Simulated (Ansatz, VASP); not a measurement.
AlCu3 in VASP and in Ansatz

The input INCAR:

```
SYSTEM = AlCu3
PREC = Accurate ; ENCUT = 520
EDIFF = 1E-6 ; ISMEAR = 0
SIGMA = 0.15 ; LREAL = .FALSE.
LASPH = .TRUE. ; NELM = 80
ALGO = Fast ; ISIF = 2
LWAVE = .FALSE. ; LCHARG = .TRUE.
GGA = CA ; LELF = .TRUE.
LVHAR = .TRUE. ; NBANDS = 26
```

File KPOINTS:

```
regular mesh
0
G
  12 12 12
  0 0 0
```

POSCAR

```
AlCu3
1.0
    3.6188147484      0.0000000000      0.0000000000
    0.0000000000      3.6188147484      0.0000000000
    0.0000000000      0.0000000000      3.6188147484
Al Cu
1 3
Direct
    0.0000000000      0.0000000000      0.0000000000
    0.5000000000      0.4786014357      0.0000000000
    0.5000000000      0.0000000000      0.5000000000
    0.0000000000      0.5213985643      0.5000000000
```

Input for Ansatz:

```yaml
crystal:
  lattice:
    - [3.6188147484, 0.0, 0.0]
    - [0.0, 3.6188147484, 0.0]
    - [0.0, 0.0, 3.6188147484]
  atoms:
    - { symbol: Al, position: [0.0, 0.0, 0.0] }
    - { symbol: Cu, position: [0.5, 0.4786014357, 0.0] }
    - { symbol: Cu, position: [0.5, 0.0, 0.5] }
    - { symbol: Cu, position: [0.0, 0.5213985643, 0.5] }
basis:
  ecutwfc: 520.0
kpoints:
  mp_grid: { grid: [12, 12, 12] }
hamiltonian:
  xc: lda
  pseudopotentials: { kind: paw, azcp: { folder: soft_1 } }
scf:
  occupations: { method: gaussian, width: 0.15 }
output:
  forces: true
  stress: true
  eigenvalues: true
```

Change from the starting cell: mode 5 frozen in at -0.077 Å, equal normal strain along x, y and z +0.0083.

Alike in both runs: task single point; functional LDA; k mesh 12 × 12 × 12; occupations gaussian, width 0.15 eV; no spin polarisation.

```csv
,VASP,Ansatz
version,VASP 6.6.1,Ansatz 0.2.0
potentials or method,"VASP PAW LDA potentials, release 64 (Al, Cu), cutoff 520 eV","scalar-relativistic, plane waves, PAW"
valence electrons in the cell,36,60
```

Ansatz gave:

- gap on the k mesh at the Fermi level (eV): none
- pressure (GPa): -3.4
- traceless stress, the component that is largest in VASP (GPa): 0.08
- rms of the force components (eV/Å): 0.188

Task: What did VASP give for the same quantities?

Result: gap on the k mesh at the Fermi level (eV): none; pressure (GPa): -3.2; traceless stress, the component that is largest in VASP (GPa): 0.07; rms of the force components (eV/Å): 0.190.

Ansatz warns that its potentials were made for another functional, while VASP's fit it. LDA's correlation is that of Perdew and Zunger in VASP and of Perdew and Wang (1992) in Ansatz. Atom by atom the forces differ by 0.002 eV/Å (rms over components). A gap of «none» marks a metal or a gap that the smearing closes. VASP's potentials hold 36 valence electrons a cell and Ansatz's 60, so a difference there can come from the potentials and not from the codes.
